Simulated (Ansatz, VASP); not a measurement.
## GaN in VASP and in Ansatz

The input POSCAR:

```
GaN
1.0
    3.1830984299      0.0000000000      0.0000000000
   -1.5915492150      2.7566441030      0.0000000000
    0.0000000000      0.0000000000      5.1835962425
Ga N
2 2
Direct
    0.3333333333      0.6666666667      0.9991101046
    0.6666666667      0.3333333333      0.4991101046
    0.3151953372      0.6303906745      0.3565982694
    0.6666666667      0.3333333333      0.8758898954
```

Contents of INCAR.step1:

```
SYSTEM = GaN
PREC = Accurate ; ENCUT = 520
ISMEAR = 0 ; SIGMA = 0.05
LREAL = .False. ; LASPH = .True.
NELM = 60 ; NBANDS = 26
GGA = PE ; ALGO = Normal
EDIFF = 1E-4 ; LWAVE = .True.
LCHARG = .False.
```

INCAR.step2

```
SYSTEM = GaN
PREC = Accurate ; ENCUT = 520
EDIFF = 1E-6 ; ISMEAR = 0
SIGMA = 0.05 ; LREAL = .False.
LASPH = .True. ; NELM = 60
ALGO = Normal ; ISIF = 2
LWAVE = .False. ; LCHARG = .False.
METAGGA = R2SCAN ; LMIXTAU = .True.
NBANDS = 26 ; ISTART = 1
```

File KPOINTS:

```
regular mesh
0
Gamma
  12 12 6
  0 0 0
```

Input for Ansatz:

```yaml
crystal:
  lattice:
    - [3.1830984299, 0.0, 0.0]
    - [-1.591549215, 2.756644103, 0.0]
    - [0.0, 0.0, 5.1835962425]
  atoms:
    - { symbol: Ga, position: [0.3333333333, 0.6666666667, 0.9991101046] }
    - { symbol: Ga, position: [0.6666666667, 0.3333333333, 0.4991101046] }
    - { symbol: "N", position: [0.3151953372, 0.6303906745, 0.3565982694] }
    - { symbol: "N", position: [0.6666666667, 0.3333333333, 0.8758898954] }
basis:
  ecutwfc: 500
kpoints:
  mp_grid: { grid: [12, 12, 6] }
hamiltonian:
  xc: r2scan
scf:
  occupations: { method: gaussian, width: 0.05 }
output:
  forces: true
  stress: true
  eigenvalues: true
```

Alike in both runs: task single point; functional r2SCAN; k mesh 12 × 12 × 6; occupations gaussian, width 0.05 eV; no spin polarisation.

|  | VASP | Ansatz |
| --- | --- | --- |
| version | VASP 6.6.1 | Ansatz 0.2.0 |
| potentials or method | VASP PAW PBE potentials, release 64 (Ga_d, N), cutoff 520 eV | scalar-relativistic, plane waves, PAW |
| valence electrons in the cell | 36 | 36 |

Ansatz gave:

```
gap on the k mesh at the Fermi level (eV)                     : 2.20
least direct gap on the mesh (eV)                             : 2.20
pressure (GPa)                                                : 1.1
traceless stress, the component that is largest in VASP (GPa) : -4.32
rms of the force components (eV/Å)                            : 0.774
```

Estimate VASP's values.

gap on the k mesh at the Fermi level (eV): 2.20; least direct gap on the mesh (eV): 2.20; pressure (GPa): 2.2; traceless stress, the component that is largest in VASP (GPa): -4.51; rms of the force components (eV/Å): 0.785.

VASP's potentials were made for PBE, not for r2SCAN. Atom by atom the forces differ by 0.015 eV/Å (rms over components). With one functional, cell and mesh, what is left measures potentials, basis and numerics.
